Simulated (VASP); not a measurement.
Set up this calculation in VASP 6.6.1, as the native input.

| Property | Result |
| --- | --- |
| Task | single point |
| Functional | PBE |
| Potentials or basis | VASP PAW PBE potentials, release 64 (Zn, Cd, O) |
| Cutoff | 520 eV |
| k mesh | 6 × 4 × 2 |
| Occupations | gaussian, width 0.1 eV |
| Spin | no spin polarisation |
| Dipole correction | no |
| Further INCAR settings | ALGO = Normal; EDIFF = 1e-06; NBANDS = 66 |

The structure of ZnCd5O6 lies in POSCAR:

```
ZnCd5O6
1.0
    3.3035777282      0.0000000000      0.0000000000
    0.0000000000      4.7893953410      0.0000000000
   -0.1519596678      0.0000000000      9.9484573964
Zn Cd O
1 5 6
Direct
    0.0000000000      0.9698572831      0.0000000000
    0.9824929454      0.9983673248      0.3283080913
    0.5000000000      0.4989998901      0.5000000000
    0.0175070546      0.9983673248      0.6716919087
    0.5031790001      0.4936543121      0.8391179297
    0.4968209999      0.4936543121      0.1608820703
    0.9818242146      0.5002019763      0.3321368408
    0.5000000000      0.9995730945      0.5000000000
    0.0181757854      0.5002019763      0.6678631592
    0.5524355184      0.0057953232      0.8514192766
    0.0000000000      0.5352680425      0.0000000000
    0.4475644816      0.0057953232      0.1485807234
```

The input as run:

INCAR

```
SYSTEM = ZnCd5O6
PREC = Accurate
ENCUT = 520
EDIFF = 1E-6
ISMEAR = 0
SIGMA = 0.1
LREAL = .FALSE.
LASPH = .TRUE.
NELM = 100
ALGO = Normal
ISIF = 2
LWAVE = .FALSE.
LCHARG = .TRUE.
GGA = PE
LELF = .TRUE.
LVHAR = .TRUE.
NBANDS = 66
```

KPOINTS

```
regular mesh
0
G
  6 4 2
  0 0 0
```

Potentials or basis: VASP PAW PBE potentials, release 64 (Zn, Cd, O).

Run with:

```bash
$ cat potpaw_PBE.64/Zn/POTCAR potpaw_PBE.64/Cd/POTCAR potpaw_PBE.64/O/POTCAR > POTCAR
$ mpirun -np 1 vasp_std > vasp.out
```

Results of the run:

- Pressure: 1.2 GPa
- Largest force: 0.111 eV/Å
- Band gap on the k mesh: zero (bands 54 and 55 overlap by 0.30 eV)

Caveat: semilocal functionals underestimate gaps, so a narrow gap can read as zero.

Wall time 3.1 min on 1 thread of Intel(R) Xeon(R) Platinum 8488C (Sapphire Rapids), on a shared host, peak memory 0.37 GiB.
